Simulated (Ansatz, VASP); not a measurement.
# Two plane-wave programs on Hf

File INCAR:

```
ALGO = Fast
EDIFF = 1E-6
ENCUT = 520
GGA = PS
ISIF = 2
ISMEAR = 0
LASPH = T
LCHARG = T
LELF = T
LREAL = F
LVHAR = T
LWAVE = F
NBANDS = 11
NELM = 100
PREC = Accurate
SIGMA = 0.15
```

The input KPOINTS:

```
k-points
0
Gamma
  20 20 20
```

Contents of POSCAR:

```
Hf
1.0
    0.0000000000      2.0340979261      2.6443273039
    2.0340979261      0.0000000000      2.6443273039
    2.0340979261      2.0340979261      0.0000000000
Hf
1
Direct
    0.0000000000      0.0000000000      0.0000000000
```

Input for Ansatz:

```yaml
crystal:
  lattice:
    - [0.0, 2.0340979261, 2.6443273039]
    - [2.0340979261, 0.0, 2.6443273039]
    - [2.0340979261, 2.0340979261, 0.0]
  atoms:
    - { symbol: Hf, position: [0.0, 0.0, 0.0] }
basis:
  ecutwfc: 420
kpoints:
  mp_grid: { grid: [20, 20, 20] }
hamiltonian:
  xc: pbesol
scf:
  occupations: { method: gaussian, width: 0.15 }
output:
  forces: true
  stress: true
  eigenvalues: true
```

Alike in both runs: task single point; functional PBEsol; k mesh 20 × 20 × 20; occupations gaussian, width 0.15 eV; no spin polarisation.

```csv
,VASP,Ansatz
version,VASP 6.6.1,Ansatz 0.2.0
potentials or method,"VASP PAW PBE potentials, release 64 (Hf_pv), cutoff 520 eV","scalar-relativistic, plane waves, PAW"
valence electrons in the cell,10,26
```

|  | VASP | Ansatz | Ansatz less VASP |
| --- | --- | --- | --- |
| gap on the k mesh at the Fermi level (eV) | none | none | - |
| pressure (GPa) | -2.7 | -2.3 | +0.35 |
| traceless stress, the component that is largest in VASP (GPa) | -8.97 | -9.01 | -0.040 |

VASP's potentials were made for PBE, not for PBEsol. A gap of «none» marks a metal or a gap that the smearing closes. VASP's potentials hold 10 valence electrons a cell and Ansatz's 26, so a difference there can come from the potentials and not from the codes.

Neither program's run includes spin-orbit coupling.
